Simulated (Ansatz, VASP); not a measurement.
Two plane-wave programs on Pt

```xyz
1
Lattice="-1.5367 1.5367 1.5367 1.5367 -1.5367 1.5367 1.5367 1.5367 -1.5367" Properties=species:S:1:pos:R:3 pbc="T T T"
Pt    0.0000    0.0000    0.0000
```

Change from the starting cell: strain -0.030 along x and y, -0.030 along z, atoms carried along.

Alike in both runs: task single point; functional PBEsol; k mesh 22 × 22 × 22; occupations gaussian, width 0.15 eV; no spin polarisation.

|  | VASP | Ansatz |
| --- | --- | --- |
| version | VASP 6.6.1 | Ansatz 0.2.0 |
| potentials or method | VASP PAW PBE potentials, release 64 (Pt), cutoff 520 eV | scalar-relativistic, plane waves, PAW |
| valence electrons in the cell | 10 | 18 |

```csv
,VASP,Ansatz,Ansatz less VASP
gap on the k mesh at the Fermi level (eV),none,none,-
pressure (GPa),14.2,14.6,+0.37
```

VASP's potentials were made for PBE, not for PBEsol. A gap of «none» marks a metal or a gap that the smearing closes. VASP's potentials hold 10 valence electrons a cell and Ansatz's 18, so a difference there can come from the potentials and not from the codes.

Neither program's run includes spin-orbit coupling.
